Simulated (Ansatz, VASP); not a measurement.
One calculation of HgRuPt3, two programs

```
Hg Ru Pt
1.0
     4.81288    0.00000    0.00000
     0.00000    4.81288    0.00000
     0.00000    0.00000    4.81288
Hg Ru Pt
1 1 3
Direct
  0.00000 0.00000 0.00000
  0.50000 0.50000 0.50000
  0.00000 0.50000 0.50000
  0.50000 0.00000 0.50000
  0.50000 0.50000 0.00000
```

Alike in both runs: functional PBE; k mesh 8 × 8 × 8; occupations gaussian, width 0.1 eV; no spin polarisation.

Ansatz relaxed the structure, and its values are those at the end. VASP's run is a single point on that final structure, the one shown.

|  | VASP | Ansatz |
| --- | --- | --- |
| version | VASP 6.6.1 | Ansatz 0.2.0 |
| potentials or method | VASP PAW PBE potentials, release 64 (Hg, Ru_pv, Pt), cutoff 520 eV | scalar-relativistic, plane waves, PAW |
| valence electrons in the cell | 56 | 90 |

|  | VASP | Ansatz | Ansatz less VASP |
| --- | --- | --- | --- |
| gap on the k mesh at the Fermi level (eV) | none | none | - |
| pressure (GPa) | 0.0 | 0.0 | +0.02 |

A gap of «none» marks a metal or a gap that the smearing closes. With one functional, cell and mesh, what is left measures potentials, basis and numerics. VASP's potentials hold 56 valence electrons a cell and Ansatz's 90, so a difference there can come from the potentials and not from the codes.

Spin-orbit coupling is off throughout.
